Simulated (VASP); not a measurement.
Input of a VASP 6.6.1 run:

Contents of INCAR:

```
PREC     = Accurate       # precision mode
ENCUT    = 520            # plane-wave cutoff, eV
EDIFF    = 1E-6           # SCF threshold, eV
ISMEAR   = -1             # smearing method
SIGMA    = 0.15           # smearing width, eV
LREAL    = F              # projectors in reciprocal space
LASPH    = T              # aspherical terms in the spheres
NELM     = 80             # most SCF steps
ALGO     = Normal         # electronic algorithm
ISIF     = 2              # what is computed and relaxed
LWAVE    = F              # write WAVECAR
LCHARG   = T              # write CHGCAR
GGA      = PS             # functional
LELF     = T              # ELF
LVHAR    = T            
NBANDS   = 40             # bands
```

The input KPOINTS:

```
regular mesh
0
Gamma
  8 8 8
```

File POSCAR:

```
Mo3N4
1.0
    4.1657145949      0.0000000000      0.0000000000
    0.0000000000      4.1657145949      0.0000000000
    0.0000000000      0.0000000000      4.1657145949
Mo N
3 4
Direct
    0.5000000000      0.5000000000      0.0000000000
    0.0000000000      0.5000000000      0.5000000000
    0.5000000000      0.0000000000      0.5000000000
    0.5000000000      0.5000000000      0.5000000000
    0.5000000000      0.0000000000      0.0000000000
    0.0000000000      0.5000000000      0.0000000000
    0.0000000000      0.0000000000      0.5000000000
```

Potentials or basis: VASP PAW PBE potentials, release 64 (Mo_sv, N).

The run is started by

```console
$ cat potpaw_PBE.64/Mo_sv/POTCAR potpaw_PBE.64/N/POTCAR > POTCAR
$ mpirun -np 1 vasp_std > vasp.out
```

Q: What does it give for the band gap on the k mesh?

A: Zero (band 31 reaches 11.92 eV, above the bottom of band 32 at 9.96 eV).

Q: Estimate the pressure.

A: 0.5 GPa.

Caveat: the PAW data sets were made with another functional, which shifts forces and pressure a little.
